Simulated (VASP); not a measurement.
A run of VASP 6.6.1 is set up as follows.

INCAR

```
  PREC = Accurate
  ENCUT = 520
  EDIFF = 1E-7
  ISMEAR = 0
  SIGMA = 0.1
  LREAL = F
  LASPH = T
  NELM = 60
  ALGO = Normal
  ISIF = 2
  LWAVE = F
  LCHARG = T
  GGA = PS
  LELF = T
  LVHAR = T
  NBANDS = 12
```

Contents of KPOINTS:

```
regular mesh
0
Gamma
  6 6 6
```

POSCAR

```
As
1.0
    1.8797494575      1.0852738553      3.4857700000
   -1.8797494575      1.0852738553      3.4857700000
    0.0000000000     -2.1705477106      3.4857700000
As
2
Direct
    0.2275400000      0.2275400000      0.2275400000
    0.7724600000      0.7724600000      0.7724600000
```

Potentials or basis: VASP PAW PBE potentials, release 64 (As).

Launch:

```bash
$ cat potpaw_PBE.64/As/POTCAR > POTCAR
$ mpirun -np 1 vasp_std > vasp.out
```

What does it give for the largest force?

0.120 eV/Å.

What does it give for the band gap on the k mesh?

Zero (band 5 reaches 5.45 eV, above the bottom of band 6 at 5.07 eV).

Stress tensor (GPa, compression positive):
```
 0.96  0.00  0.00
 0.00  0.96  0.00
 0.00  0.00 -0.75
```

Caveat: the PAW data sets were made with another functional, which shifts forces and pressure a little.
